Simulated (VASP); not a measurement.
# MgS (F-43m) in VASP: single point with PBEsol

Aim: the single point of MgS with PBEsol.

Everything below comes from runs of VASP 6.6.1. Logs are shortened: lines on timing, memory, paths and dates and some standing lists are left out, and cuts for length are marked.

### Step 1. The cell of the first run

It takes space group F-43m (No. 216, cubic). Conventional cell: a = 5.652 Å, b = 5.652 Å, c = 5.652 Å, α = 90.00°, β = 90.00°, γ = 90.00°. Within 3.2 Å of Mg (site symmetry -43m) lie 4 S at 2.45 Å. S (site symmetry -43m) has 4 Mg at 2.45 Å within 3.2 Å.

### Step 2. Single point, PBEsol

INCAR reads:

```
SYSTEM = MgS
  ALGO = Normal
  EDIFF = 1E-6
  ENCUT = 520
  GGA = PS
  ISIF = 2
  ISMEAR = 0
  ISYM = 0
  LASPH = .TRUE.
  LCHARG = .FALSE.
  LREAL = .FALSE.
  LWAVE = .FALSE.
  NBANDS = 16
  NELM = 60
  PREC = Accurate
  SIGMA = 0.05
```

KPOINTS reads:

```
k-points
0
G
  9 9 8
  0 0 0
```

POSCAR reads:

```
MgS
1.0
    0.0000000000     -2.8258952279     -2.8258952279
   -2.8258952279      0.0000000000     -2.8258952279
    2.8258952279      2.8258952279     -5.6517904558
Mg S
2 2
Direct
    0.0000000000      0.0000000000      0.0000000000
    0.5000000000      0.5000000000      0.5000000000
    0.3750000000      0.3750000000      0.8750000000
    0.8750000000      0.8750000000      0.3750000000
```

Potentials or basis: VASP PAW PBE potentials, release 64 (Mg, S).

Run with:

```sh
$ cat potpaw_PBE.64/Mg/POTCAR potpaw_PBE.64/S/POTCAR > POTCAR
$ mpirun -np 1 vasp_std > vasp.out
```

OUTCAR:

```text
SYSTEM = MgS
   EDIFF = 1E-6
   ENCUT = 520
   GGA = PS
   ISIF = 2
   ISMEAR = 0
   ISYM = 0
   LASPH = .TRUE.
   LREAL = .FALSE.
   NELM = 60
   PREC = Accurate

 ion  position               nearest neighbor table
   1  0.000  0.000  0.000-   3 2.45   4 2.45   3 2.45   3 2.45
   2  0.500  0.500  0.500-   3 2.45   4 2.45   4 2.45   4 2.45
   3  0.375  0.375  0.875-   1 2.45   2 2.45   1 2.45   1 2.45
   4  0.875  0.875  0.375-   1 2.45   2 2.45   2 2.45   2 2.45

IMPORTANT INFORMATION: All symmetrisations will be switched off!
NOSYMM: (Re-)initialisation of all symmetry stuff for point group C_1.

----------------------------------------------------------------------------------------

                                     Primitive cell

  volume of cell :      90.2668

  direct lattice vectors                    reciprocal lattice vectors
     0.000000000 -2.825895228 -2.825895228     0.088467540 -0.265402621 -0.088467540
    -2.825895228  0.000000000 -2.825895228    -0.265402621  0.088467540 -0.088467540
     2.825895228  2.825895228 -5.651790456     0.088467540  0.088467540 -0.088467540

  length of vectors
     3.996419357  3.996419357  6.922001375     0.293413637  0.293413637  0.153230275

  position of ions in fractional coordinates (direct lattice)
     0.000000000  0.000000000  0.000000000
     0.500000000  0.500000000  0.500000000
     0.375000000  0.375000000  0.875000000
     0.875000000  0.875000000  0.375000000

  ion indices of the primitive-cell ions
   primitive index   ion index
                 1           1
                 2           2
                 3           3
                 4           4

----------------------------------------------------------------------------------------

 KPOINTS: k-points

Automatic generation of k-mesh.
 Grid dimensions read from file:
 generate k-points for:    9    9    8

 Generating k-lattice:

  Cartesian coordinates                     Fractional coordinates (reciprocal lattice)
     0.009829727 -0.029489180 -0.009829727     0.111111111  0.000000000  0.000000000
    -0.029489180  0.009829727 -0.009829727     0.000000000  0.111111111  0.000000000
     0.011058443  0.011058443 -0.011058443     0.000000000  0.000000000  0.125000000

  Length of vectors
     0.032601515  0.032601515  0.019153784

  Shift w.r.t. Gamma in fractional coordinates (k-lattice)
     0.000000000  0.000000000  0.000000000

 -----------------------------------------------------------------------------
|                                                                             |
|           W    W    AA    RRRRR   N    N  II  N    N   GGGG   !!!           |
|           W    W   A  A   R    R  NN   N  II  NN   N  G    G  !!!           |
|           W    W  A    A  R    R  N N  N  II  N N  N  G       !!!           |
|           W WW W  AAAAAA  RRRRR   N  N N  II  N  N N  G  GGG   !            |
|           WW  WW  A    A  R   R   N   NN  II  N   NN  G    G                |
|           W    W  A    A  R    R  N    N  II  N    N   GGGG   !!!           |
|                                                                             |
|     Your reciprocal lattice and k-lattice belong to different lattice       |
|     classes:                                                                |
|                                                                             |
|        The reciprocal lattice is rhombohedral (trigonal),                   |
|        whereas your k-lattice is base-centered monoclinic.                  |
|                                                                             |
|     Results are often still useful ...                                      |
|                                                                             |
 -----------------------------------------------------------------------------

 WARNING: IBZKPT: internal override: KBLOWUP is changed to .FALSE.
      ... skipping the blow-up phase ...

 Subroutine IBZKPT returns following result:
 ===========================================

 Found    325 irreducible k-points:

 Following reciprocal coordinates:
            Coordinates               Weight
  0.000000  0.000000  0.000000      1.000000
  0.111111  0.000000  0.000000      2.000000
  0.222222  0.000000  0.000000      2.000000
  0.333333  0.000000  0.000000      2.000000
  0.444444  0.000000  0.000000      2.000000
  0.000000  0.111111  0.000000      2.000000
[... 16 lines left out ...]
 -0.111111  0.222222 -0.000000      2.000000
  0.000000  0.333333  0.000000      2.000000
 [... further k-points ...]
   k-points           NKPTS =    325   k-points in BZ     NKDIM =    325   number of bands    NBANDS=     16
   number of dos      NEDOS =    301   number of ions     NIONS =      4
   total plane-waves  NPLWV =  48600
   dimension x,y,z NGX =    30 NGY =   30 NGZ =   54
   dimension x,y,z NGXF=    60 NGYF=   60 NGZF=  108
   ions per type =               2   2
   NGX,Y,Z   is equivalent  to a cutoff of  12.48, 12.48, 12.97 a.u.
   NGXF,Y,Z  is equivalent  to a cutoff of  24.96, 24.96, 25.94 a.u.
 SYSTEM =  MgS
   PREC   = accura    normal or accurate (medium, high low for compatibility)
   ISTART =      0    job   : 0-new  1-cont  2-samecut
   ICHARG =      2    charge: 1-file 2-atom 10-const
   ISPIN  =      1    spin polarized calculation?
   LNONCOLLINEAR =      F non collinear calculations
   LSORBIT =      F    spin-orbit coupling
   LASPH  =      T    aspherical Exc in radial PAW
   ENCUT  =  520.0 eV  38.22 Ry    6.18 a.u.   7.43  7.43 12.87*2*pi/ulx,y,z
   NELM   =     60;   NELMIN=  2; NELMDL= -5     # of ELM steps
   EDIFF  = 0.1E-05   stopping-criterion for ELM
   LREAL  =      F    real-space projection
   EDIFFG = 0.1E-04   stopping-criterion for IOM
   NSW    =      0    number of steps for IOM
   IBRION =     -1    ionic relax: 0-MD 1-quasi-New 2-CG
   NFREE  =      0    steps in history (QN), initial steepest desc. (CG)
   ISIF   =      2    stress and relaxation
   ISYM   =      0    0-nonsym 1-usesym 2-fastsym
   POTIM  = 0.5000    time-step for ionic-motion
   TEBEG  =    0.0;   TEEND  =   0.0 temperature during run
   PSTRESS=    0.0 pullay stress
   NELECT =      16.0000    total number of electrons
   NUPDOWN=      -1.0000    fix difference up-down
   EMIN   =  10.00;   EMAX   =-10.00  energy-range for DOS
   EFERMI =   0.00;   METHOD = LEGACY
   ISMEAR =     0;   SIGMA  =   0.05  broadening in eV -4-tet -1-fermi 0-gaus
   EFERMI_NEDOS =   21; number of points for ismear=-14 and -15
   IALGO  =     38    algorithm
   IMIX   =      4    mixing-type and parameters
     AMIX     =   0.40;   BMIX     =  1.00
     AMIX_MAG =   1.60;   BMIX_MAG =  1.00
  volume/ion in A,a.u.               =      22.57       152.29
  Fermi-wavevector in a.u.,A,eV,Ry     =   0.919614  1.737818 11.506303  0.845689
  Thomas-Fermi vector in A             =   2.044827
   LORBIT       =      0    0 simple, 1 ext, 2 COOP (PROOUT), +10 PAW based schemes
   GGA     = PS    functional components
   LHFCALC =     F    Hartree Fock is set to
   AEXX    =    0.0000 exact exchange contribution
   IVDW    =     0    specifies the selected vdW correction
   LEPSILON=     F    determine dielectric tensor
   LRPA    =     F    only Hartree local field effects (RPA)
 non-spin polarized calculation
 Gauss-broadening in eV      SIGMA  =   0.05
  energy-cutoff  :      520.00
  volume of cell :       90.27
 maximum number of plane-waves:      2454
 NGX is ok and might be reduce to    30
   NGX = 15   NGY = 15   NGZ = 25

 number of electron      16.0000001 magnetization

 Free energy of the ion-electron system (eV)
  ---------------------------------------------------
  ext. energy  EPLUGINS =         0.00000000
  ---------------------------------------------------
  free energy    TOTEN  =       -17.83523282 eV

  energy without entropy =      -17.83523282  energy(sigma->0) =      -17.83523282

 E-fermi :   1.2768     XC(G=0):  -8.5974

 val. band max:        1.0343839138   @ k =   0.0000   0.0000   0.0000
 cond. band min:       4.3565768060   @ k =   0.0000   0.0000   0.0000
 fundamental gap:      3.3221928922
 Fermi energy:         1.2768096662

 k-point     1 :       0.0000    0.0000    0.0000
  band No.  band energies     occupation
      1     -10.2527      2.00000
      2      -9.5510      2.00000
      3      -2.1675      2.00000
      4       0.7022      2.00000
      5       0.7022      2.00000
      6       1.0344      2.00000
[... 8 lines left out ...]
     15       8.9208      0.00000
     16       9.4833      0.00000

 k-point     2 :       0.1111    0.0000    0.0000
  band No.  band energies     occupation
      1     -10.1869      2.00000
      2      -9.5196      2.00000
      3      -2.0597      2.00000
      4       0.3323      2.00000
      5       0.5514      2.00000
      6       0.6391      2.00000
[... 8 lines left out ...]
     15       9.1244      0.00000
     16       9.8923      0.00000

 k-point     3 :       0.2222    0.0000    0.0000
  band No.  band energies     occupation
      1     -10.0062      2.00000
      2      -9.4440      2.00000
      3      -1.7548      2.00000
      4      -0.4322      2.00000
      5      -0.3410      2.00000
      6       0.4940      2.00000
[... 8 lines left out ...]
     15       9.6788      0.00000
     16       9.7873      0.00000

 k-point     4 :       0.3333    0.0000    0.0000
  band No.  band energies     occupation
      1      -9.7603      2.00000
      2      -9.3776      2.00000
      3      -1.4155      2.00000
      4      -1.1261      2.00000
      5      -1.0079      2.00000
      6       0.3557      2.00000
[... 8 lines left out ...]
     15       9.9108      0.00000
     16      10.4714      0.00000

 k-point     5 :       0.4444    0.0000    0.0000
  band No.  band energies     occupation
      1      -9.5286      2.00000
      2      -9.3915      2.00000
      3      -1.6383      2.00000
      4      -1.5920      2.00000
      5      -0.6059      2.00000
      6      -0.0350      2.00000
[... 8 lines left out ...]
     15      10.1277      0.00000
     16      10.4189      0.00000

 k-point     6 :       0.0000    0.1111    0.0000
  band No.  band energies     occupation
      1     -10.1869      2.00000
      2      -9.5196      2.00000
      3      -2.0597      2.00000
      4       0.3323      2.00000
      5       0.5514      2.00000
      6       0.6391      2.00000
[... 8 lines left out ...]
     15       9.1244      0.00000
     16       9.8923      0.00000
[... 267 lines left out ...]
 k-point    21 :      -0.3333    0.2222    0.0000
  band No.  band energies     occupation
      1      -9.4836      2.00000
      2      -9.3341      2.00000
      3      -1.5351      2.00000
      4      -1.3781      2.00000
      5      -0.7996      2.00000
      6      -0.5717      2.00000
[... 8 lines left out ...]
     15       9.9485      0.00000
     16      10.1785      0.00000

 k-point    22 :      -0.2222    0.2222    0.0000
  band No.  band energies     occupation
      1      -9.6655      2.00000
      2      -9.3232      2.00000
      3      -1.3178      2.00000
      4      -1.3126      2.00000
      5      -0.8706      2.00000
      6      -0.2510      2.00000
[... 8 lines left out ...]
     15       9.5776      0.00000
     16       9.7376      0.00000

 k-point    23 :      -0.1111    0.2222   -0.0000
  band No.  band energies     occupation
      1      -9.8620      2.00000
      2      -9.3776      2.00000
      3      -1.5356      2.00000
      4      -0.8699      2.00000
      5      -0.7573      2.00000
      6       0.1865      2.00000
[... 8 lines left out ...]
     15       9.5768      0.00000
     16      10.2787      0.00000

 k-point    24 :       0.0000    0.3333    0.0000
  band No.  band energies     occupation
      1      -9.7603      2.00000
      2      -9.3776      2.00000
      3      -1.4155      2.00000
      4      -1.1261      2.00000
      5      -1.0079      2.00000
      6       0.3557      2.00000
[... 8 lines left out ...]
     15       9.9108      0.00000
     16      10.4714      0.00000

 [... further k-points ...]
[... 5 lines left out ...]
  --------------------------------------------------------------------------------------
  -------------------------------------------------------------------------------------
  Total       -0.0505605     -0.0505623     -0.0504066      0.0000169      0.0000867      0.0000826
  in kB       -0.8974160     -0.8974486     -0.8946850      0.0002998      0.0015385      0.0014665
  external PRESSURE =      -0.8965165 kB  Pullay stress =       0.0000000 kB

 VOLUME and BASIS-vectors are now :
 -----------------------------------------------------------------------------
  energy-cutoff  :      520.00
  volume of cell :       90.27
      direct lattice vectors                 reciprocal lattice vectors
     0.000000000 -2.825895228 -2.825895228     0.088467540 -0.265402621 -0.088467540
    -2.825895228  0.000000000 -2.825895228    -0.265402621  0.088467540 -0.088467540
     2.825895228  2.825895228 -5.651790456     0.088467540  0.088467540 -0.088467540

 POSITION                                       TOTAL-FORCE (eV/Angst)
 -----------------------------------------------------------------------------------
      0.00000      0.00000      0.00000        -0.000001     -0.000001      0.000001
      0.00000      0.00000     -5.65179        -0.000002     -0.000001      0.000001
      1.41295      1.41295     -7.06474         0.000002     -0.000001      0.000000
     -1.41295     -1.41295     -7.06474         0.000001      0.000002     -0.000002
 -----------------------------------------------------------------------------------
    total drift:                               -0.000003     -0.000007     -0.000004

  FREE ENERGIE OF THE ION-ELECTRON SYSTEM (eV)
  ---------------------------------------------------
  free  energy   TOTEN  =       -17.8352328185 eV

  energy  without entropy=      -17.8352328185  energy(sigma->0) =      -17.83523282
```

Run time: 5.6 min. Hardware: 1 thread of Intel Xeon Platinum 8488C (Sapphire Rapids), shared host; peak memory 0.54 GiB.

Results:

- Free energy: -17.8352 eV
- Pressure: -0.1 GPa
- Band gap on the k mesh: 3.32 eV

Caveat: the PAW data sets were made with another functional, which shifts forces and pressure a little. A k mesh can miss the band edges.
